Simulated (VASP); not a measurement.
# CuSi16 (a cell with a defect) in VASP: further runs, part 2 of 2

VASP 6.6.1. The steps go on from the part before.

### 3 Single point, r2SCAN+D3(BJ)

POSCAR reads:

```
CuSi16
1.0
    0.0000000000      5.4300000000      5.4300000000
    5.4300000000      0.0000000000      5.4300000000
    5.4300000000      5.4300000000      0.0000000000
Si Cu
16 1
Direct
    0.0032522282     -0.0106733744      0.0038675293
    0.1272546644      0.1139709485      0.1272649370
   -0.0060370779      0.0060679068      0.5000377055
    0.1271669944      0.1138260153      0.6318386425
    0.0054162134      0.4885037758      0.0050616752
    0.1278154751      0.6157973897      0.1283245851
    0.0052656679      0.4883598275      0.5012882873
    0.1219961525      0.6194750622      0.6292889218
    0.5000835976      0.0060032774     -0.0062615916
    0.6311956028      0.1141257934      0.1273437810
    0.4999588053      0.0060364798      0.5001561944
    0.6143940946      0.1567325748      0.6144516844
    0.5007663582      0.4886583126      0.0052001079
    0.6296017620      0.6197217326      0.1210450359
    0.4911670570      0.5278256168      0.4902782638
    0.6293970380      0.6195975127      0.6294758193
    0.7382925565      0.7881461487      0.7362588613
```

INCAR.step1 reads:

```
ALGO = Normal
EDIFF = 1E-4
ENCUT = 520
GGA = PE
ISMEAR = 0
LASPH = True
LCHARG = False
LREAL = Auto
LWAVE = True
NBANDS = 52
NELECT = 74.0
NELM = 80
PREC = Accurate
SIGMA = 0.02
```

INCAR.step2 reads:

```
ALGO = Normal
EDIFF = 1E-6
ENCUT = 520
ISIF = 2
ISMEAR = 0
ISTART = 1
IVDW = 12
LASPH = True
LCHARG = False
LMIXTAU = True
LREAL = Auto
LWAVE = False
METAGGA = R2SCAN
NBANDS = 52
NELECT = 74.0
NELM = 80
PREC = Accurate
SIGMA = 0.02
VDW_A1 = 0.49484001
VDW_A2 = 5.73083694
VDW_S6 = 1.0
VDW_S8 = 0.78981345
```

KPOINTS reads:

```
k-points
0
Gamma
  2 2 2
```

Potentials or basis: VASP PAW PBE potentials, release 64 (Si, Cu).

Command:

```
$ cat potpaw_PBE.64/Si/POTCAR potpaw_PBE.64/Cu/POTCAR > POTCAR
$ cp INCAR.step1 INCAR
$ mpirun -np 1 vasp_std > vasp.out
$ cp INCAR.step2 INCAR
$ mpirun -np 1 vasp_std > vasp.out
```

OUTCAR:

```text
EDIFF = 1E-6
   ENCUT = 520
   ISIF = 2
   ISMEAR = 0
   ISTART = 1
   IVDW = 12
   LASPH = True
   LREAL = Auto
   METAGGA = R2SCAN
   NELECT = 74.0
   NELM = 80
   PREC = Accurate
 IVDW          = 12

 ion  position               nearest neighbor table
   1  0.003  0.989  0.004-   4 2.33   2 2.33  10 2.33   6 2.34
   2  0.127  0.114  0.127-   1 2.33   3 2.34   9 2.34   5 2.35
   3  0.994  0.006  0.500-   4 2.34   2 2.34  12 2.39   8 2.42  17 2.58
   4  0.127  0.114  0.632-   1 2.33   3 2.34  11 2.34   7 2.35
   5  0.005  0.489  0.005-   6 2.34   2 2.35   8 2.36  14 2.36  17 2.92
   6  0.128  0.616  0.128-  13 2.34   5 2.34   7 2.34   1 2.34
   7  0.005  0.488  0.501-   6 2.34   4 2.35   8 2.36  16 2.36  17 2.91
   8  0.122  0.619  0.629-  15 2.32   5 2.36   7 2.36  17 2.42   3 2.42
   9  0.500  0.006  0.994-   2 2.34  10 2.34  12 2.38  14 2.42  17 2.59
  10  0.631  0.114  0.127-   1 2.33  11 2.34   9 2.34  13 2.35
  11  0.500  0.006  0.500-   4 2.34  10 2.34  12 2.38  16 2.42  17 2.58
  12  0.614  0.157  0.614-  17 2.31  15 2.33   9 2.38  11 2.38   3 2.39
  13  0.501  0.489  0.005-   6 2.34  10 2.35  16 2.36  14 2.36  17 2.93
  14  0.630  0.620  0.121-  15 2.32  13 2.36   5 2.36   9 2.42  17 2.43
  15  0.491  0.528  0.490-   8 2.32  16 2.32  14 2.32  12 2.33
  16  0.629  0.620  0.629-  15 2.32  13 2.36   7 2.36  11 2.42  17 2.42
[... 620 lines left out ...]
     48      10.7398      0.00000
     49      10.7513      0.00000
 [bands above 49 left out]

------------------------ aborting loop because EDIFF is reached ----------------------------------------

 Edisp (eV)   -2.66315

 E8    (eV) :    -0.8489

  FORCE on cell =-STRESS in cart. coord.  units (eV):
  Direction    XX          YY          ZZ          XY          YZ          ZX
  --------------------------------------------------------------------------------------
  -------------------------------------------------------------------------------------
  Total      -7.56030    -7.54497    -7.53066    -0.23528    -0.21516     0.22631
  in kB     -37.82857   -37.75189   -37.68028    -1.17722    -1.07657     1.13238
  external pressure =      -37.75 kB  Pullay stress =        0.00 kB

 VOLUME and BASIS-vectors are now :
 -----------------------------------------------------------------------------
  energy-cutoff  :      520.00
  volume of cell :      320.21
      direct lattice vectors                 reciprocal lattice vectors
     0.000000000  5.430000000  5.430000000    -0.092081031  0.092081031  0.092081031
     5.430000000  0.000000000  5.430000000     0.092081031 -0.092081031  0.092081031
     5.430000000  5.430000000  0.000000000     0.092081031  0.092081031 -0.092081031

 POSITION                                       TOTAL-FORCE (eV/Angst)
 -----------------------------------------------------------------------------------
      5.39304      0.03866      5.38970         0.006333     -0.006176      0.006541
      1.30991      1.38204      1.30986        -0.007165      0.014524     -0.006136
      2.74815      8.11242      5.43017         0.006767     -0.006061      0.009626
      4.04896      4.12140      1.30859        -0.015266      0.005967     -0.005272
      2.68006      0.05689      2.68199        -0.004854      0.005641     -0.008118
      4.04058      1.39084      4.03782         0.001535     -0.002770      0.004795
[... 9 lines left out ...]
      6.78247      6.83568      6.78204        -0.000218     -0.018098     -0.001038
      8.27752      8.00681      8.28856        -0.007860      0.010669     -0.015589
 -----------------------------------------------------------------------------------
    total drift:                                0.003499     -0.004511     -0.000160

  FREE ENERGIE OF THE ION-ELECTRON SYSTEM (eV)
  ---------------------------------------------------
  free  energy   TOTEN  =      -157.5899472491 eV

  energy  without entropy=     -157.5899472491  energy(sigma->0) =     -157.58994725
```

OUTCAR.step1:

```text
EDIFF = 1E-4
   ENCUT = 520
   GGA = PE
   ISMEAR = 0
[... 672 lines left out ...]
      2.68006      0.05689      2.68199        -0.005877      0.014977     -0.008995
      4.04058      1.39084      4.03782        -0.004410      0.003578     -0.002078
[... 9 lines left out ...]
      6.78247      6.83568      6.78204        -0.035541     -0.037297     -0.037536
      8.27752      8.00681      8.28856        -0.048719      0.051846     -0.054831
 -----------------------------------------------------------------------------------
    total drift:                                0.002921     -0.005094      0.003311

  FREE ENERGIE OF THE ION-ELECTRON SYSTEM (eV)
  ---------------------------------------------------
  free  energy   TOTEN  =       -94.2176350007 eV

  energy  without entropy=      -94.2176350007  energy(sigma->0) =      -94.21763500
```

Wall time 14 min (1 thread of AMD EPYC 9R45 (Zen 5), shared host); peak memory 0.55 GiB.

Results:

- Free energy: -157.5899 eV
- Largest force: 0.020 eV/Å
- Dispersion energy per atom: -0.157 eV

Forces on the atoms (eV/Å):
```
Si   0.006 -0.006  0.007
Si  -0.007  0.015 -0.006
Si   0.007 -0.006  0.010
Si  -0.015  0.006 -0.005
Si  -0.005  0.006 -0.008
Si   0.002 -0.003  0.005
Si  -0.006  0.004 -0.005
Si  -0.001  0.002  0.019
Si   0.013 -0.007  0.006
Si  -0.008  0.008 -0.015
Si   0.007 -0.011  0.006
Si   0.009 -0.011  0.013
Si  -0.007  0.009 -0.007
Si   0.016  0.000  0.000
Si  -0.002  0.002 -0.002
Si   0.000 -0.018 -0.001
Cu  -0.008  0.011 -0.016
```

Caveat: the k points lie up to 0.50 Å⁻¹ apart; the cell carries a net charge on a neutralising background, which shifts energy and pressure; the cell is charged against a uniform background, so pressure and absolute levels hang on convention; the PAW data sets were made with another functional, which shifts forces and pressure a little.

### 4 Single point, r2SCAN+D3(BJ)

POSCAR reads:

```
CuSi16
1.0
    0.0000000000      5.4300000000      5.4300000000
    5.4300000000      0.0000000000      5.4300000000
    5.4300000000      5.4300000000      0.0000000000
Si Cu
16 1
Direct
    0.0029579190     -0.0042835175     -0.0041761510
    0.1309714549      0.1249545120      0.1250843462
   -0.0021245856     -0.0068367403      0.4978673112
    0.1198318600      0.1236622468      0.6199523020
   -0.0022300184      0.4977416206     -0.0064858195
    0.1196345304      0.6199481584      0.1239790976
   -0.0028758748      0.4966344383      0.4969436464
    0.1216484346      0.6211296501      0.6214587477
    0.5105320442      0.0104388582      0.0104965009
    0.6337634438      0.1346857274      0.1341107735
    0.4957225599     -0.0044415285      0.5033255064
    0.6250683241      0.1248703499      0.6310548803
    0.4954482505      0.5039406998     -0.0046084715
    0.6249231123      0.6311849908      0.1248549724
    0.4937167587      0.4976834254      0.4977034991
    0.6241613260      0.6198344383      0.6196414365
    0.3866461326      0.8887722836      0.8874345304
```

INCAR.step1 reads:

```
SYSTEM = CuSi16
PREC = Accurate
ENCUT = 520
ISMEAR = 0
SIGMA = 0.02
LREAL = Auto
LASPH = .TRUE.
NELM = 60
NBANDS = 52
NELECT = 74.0
GGA = PE
ALGO = Normal
EDIFF = 1E-4
LWAVE = .TRUE.
LCHARG = .FALSE.
```

INCAR.step2 reads:

```
SYSTEM = CuSi16
PREC = Accurate
ENCUT = 520
EDIFF = 1E-6
ISMEAR = 0
SIGMA = 0.02
LREAL = Auto
LASPH = .TRUE.
NELM = 60
ALGO = Normal
ISIF = 2
LWAVE = .FALSE.
LCHARG = .FALSE.
METAGGA = R2SCAN
LMIXTAU = .TRUE.
IVDW = 12
VDW_S6 = 1.0
VDW_S8 = 0.78981345
VDW_A1 = 0.49484001
VDW_A2 = 5.73083694
NBANDS = 52
NELECT = 74.0
ISTART = 1
```

KPOINTS reads:

```
Automatic mesh
0
G
  2 2 2
  0 0 0
```

Command:

```
$ cat potpaw_PBE.64/Si/POTCAR potpaw_PBE.64/Cu/POTCAR > POTCAR
$ cp INCAR.step1 INCAR
$ mpirun -np 1 vasp_std > vasp.out
$ cp INCAR.step2 INCAR
$ mpirun -np 1 vasp_std > vasp.out
```

Run time: 18 min. Hardware: 1 thread of AMD EPYC 9R45 (Zen 5), shared host; peak memory 0.55 GiB.

It converged, with:

```yaml
Free_energy: -157.5903 eV
Largest_force: 0.023 eV/Å
Dispersion_energy_per_atom: -0.157 eV
```

Forces on the atoms (eV/Å):
```
Si   0.016 -0.003 -0.002
Si   0.010  0.007  0.005
Si  -0.007 -0.016 -0.007
Si  -0.004 -0.007 -0.004
Si  -0.007 -0.008 -0.016
Si  -0.007 -0.005 -0.007
Si   0.005  0.003  0.004
Si   0.008  0.008  0.008
Si   0.016  0.011  0.014
Si  -0.002  0.000 -0.001
Si  -0.001 -0.003  0.015
Si   0.005  0.006  0.011
Si  -0.001  0.013 -0.002
Si   0.005  0.013  0.006
Si  -0.016 -0.008 -0.008
Si  -0.006 -0.006 -0.008
Cu  -0.013 -0.005 -0.009
```

Levels at points of the mesh, in eV from the Fermi level:
```tsv
k point	band 33	band 34	band 35	band 36	band 37	band 38	band 39	band 40	band 41	band 42
(0.00, 0.00, 0.00)	-0.84	-0.84	-0.44	-0.10	-0.10	0.25	0.90	0.90	0.92	0.92
(0.50, 0.00, 0.00)	-2.01	-0.87	-0.80	-0.69	-0.62	0.84	1.40	1.63	1.64	1.81
(0.00, 0.50, 0.00)	-2.01	-0.87	-0.80	-0.69	-0.61	0.84	1.39	1.63	1.64	1.82
(0.00, 0.00, 0.50)	-2.01	-0.87	-0.80	-0.69	-0.62	0.84	1.40	1.63	1.64	1.81
(0.50, 0.50, 0.50)	-2.01	-0.88	-0.88	-0.68	-0.68	0.73	1.54	1.68	1.68	1.74
(0.50, 0.50, 0.00)	-1.83	-1.51	-1.43	-1.42	-0.91	0.94	1.34	2.39	2.42	2.49
(0.00, 0.50, 0.50)	-1.83	-1.52	-1.43	-1.42	-0.91	0.94	1.34	2.39	2.42	2.49
(0.50, 0.00, 0.50)	-1.83	-1.51	-1.43	-1.42	-0.91	0.94	1.34	2.39	2.42	2.49
```

Caveat: the k points lie up to 0.50 Å⁻¹ apart; the cell carries a net charge on a neutralising background, which shifts energy and pressure; the cell is charged against a uniform background, so pressure and absolute levels hang on convention; the PAW data sets were made with another functional, which shifts forces and pressure a little.

### 5 Single point, r2SCAN+D3(BJ)

POSCAR reads:

```
CuSi16
1.0
    0.0000000000      5.4300000000      5.4300000000
    5.4300000000      0.0000000000      5.4300000000
    5.4300000000      5.4300000000      0.0000000000
Si Cu
16 1
Direct
    0.0302310313     -0.0099139042     -0.0105947514
    0.1316834254      0.1267858195      0.1263456722
   -0.0065639963      0.0063407919      0.4986402394
    0.1277266114      0.1278630755      0.6167035912
   -0.0058283610      0.4992850829      0.0048872928
    0.1277783610      0.6169264273      0.1274424494
   -0.0068057090      0.5004565378      0.4997453039
    0.1019362799      0.6333528545      0.6321668508
    0.5050707182      0.0100309392      0.0073088398
    0.6588697974      0.1166268877      0.1186493554
    0.5006930018      0.0041631676      0.4870121547
    0.6215639963      0.1375772560      0.6237244015
    0.5006590239      0.4849693370      0.0034227440
    0.6229055249      0.6239031308      0.1356955801
    0.4727941989      0.5085628913      0.5055321363
    0.6210731123      0.6193830571      0.6196688766
    0.4970723757      0.8343580110      0.8377143646
```

INCAR.step1 reads:

```
ALGO     = Normal         # electronic algorithm
EDIFF    = 1E-4           # SCF threshold, eV
ENCUT    = 520            # plane-wave cutoff, eV
GGA      = PE             # functional
ISMEAR   = 0              # smearing method
LASPH    = T              # aspherical terms in the spheres
LCHARG   = F              # write CHGCAR
LREAL    = Auto         
LWAVE    = T              # write WAVECAR
NBANDS   = 52             # bands
NELECT   = 74.0         
NELM     = 60             # most SCF steps
PREC     = Accurate       # precision mode
SIGMA    = 0.02           # smearing width, eV
```

INCAR.step2 reads:

```
ALGO     = Normal         # electronic algorithm
EDIFF    = 1E-6           # SCF threshold, eV
ENCUT    = 520            # plane-wave cutoff, eV
ISIF     = 2              # what is computed and relaxed
ISMEAR   = 0              # smearing method
ISTART   = 1            
IVDW     = 12             # dispersion correction
LASPH    = T              # aspherical terms in the spheres
LCHARG   = F              # write CHGCAR
LMIXTAU  = T            
LREAL    = Auto         
LWAVE    = F              # write WAVECAR
METAGGA  = R2SCAN         # meta-GGA
NBANDS   = 52             # bands
NELECT   = 74.0         
NELM     = 60             # most SCF steps
PREC     = Accurate       # precision mode
SIGMA    = 0.02           # smearing width, eV
VDW_A1   = 0.49484001   
VDW_A2   = 5.73083694   
VDW_S6   = 1.0          
VDW_S8   = 0.78981345
```

KPOINTS reads:

```
k-points
0
Gamma
  2 2 2
```

Command:

```
$ cat potpaw_PBE.64/Si/POTCAR potpaw_PBE.64/Cu/POTCAR > POTCAR
$ cp INCAR.step1 INCAR
$ mpirun -np 1 vasp_std > vasp.out
$ cp INCAR.step2 INCAR
$ mpirun -np 1 vasp_std > vasp.out
```

It took 12 min on 1 thread of AMD EPYC 9R45 (Zen 5), shared host; peak memory 0.54 GiB.

The run converged. Its results:

- Free energy: -157.5957 eV
- Largest force: 0.077 eV/Å
- Dispersion energy per atom: -0.157 eV

Forces in eV/Å, atoms in the order of the input:
```
Si  -0.008  0.005 -0.014
Si   0.002  0.004  0.011
Si   0.009 -0.012  0.005
Si   0.003 -0.003  0.008
Si   0.000  0.013 -0.007
Si   0.006 -0.001 -0.001
Si  -0.011 -0.006 -0.009
Si  -0.013  0.005  0.005
Si   0.015  0.040 -0.023
Si   0.003 -0.014 -0.011
Si  -0.016 -0.006 -0.001
Si  -0.006 -0.010  0.011
Si   0.026  0.037  0.018
Si  -0.005 -0.026 -0.019
Si  -0.022  0.042  0.006
Si  -0.007  0.004  0.004
Cu   0.024 -0.071  0.018
```

Levels at points of the mesh, in eV from the Fermi level:
```
           k point  band 34  band 35  band 36  band 37  band 38  band 39  band 40  band 41
(0.00, 0.00, 0.00)    -1.19    -0.52    -0.18    -0.08     0.08     0.37     0.71     0.74
(0.50, 0.00, 0.00)    -1.02    -1.00    -0.70    -0.53     0.67     1.22     1.58     1.61
(0.00, 0.50, 0.00)    -1.11    -1.04    -1.00    -0.82     0.78     1.23     1.36     1.48
(0.00, 0.00, 0.50)    -1.11    -1.03    -1.01    -0.80     0.79     1.24     1.35     1.49
(0.50, 0.50, 0.50)    -1.08    -1.07    -1.02    -0.87     0.75     1.25     1.34     1.47
(0.50, 0.50, 0.00)    -1.69    -1.65    -1.59    -1.25     0.82     1.05     2.15     2.29
(0.00, 0.50, 0.50)    -1.71    -1.63    -1.57    -1.30     0.82     1.05     2.16     2.29
(0.50, 0.00, 0.50)    -1.68    -1.66    -1.60    -1.23     0.82     1.04     2.15     2.30
```

Caveat: the k points lie up to 0.50 Å⁻¹ apart; the cell carries a net charge on a neutralising background, which shifts energy and pressure; the cell is charged against a uniform background, so pressure and absolute levels hang on convention; the PAW data sets were made with another functional, which shifts forces and pressure a little.
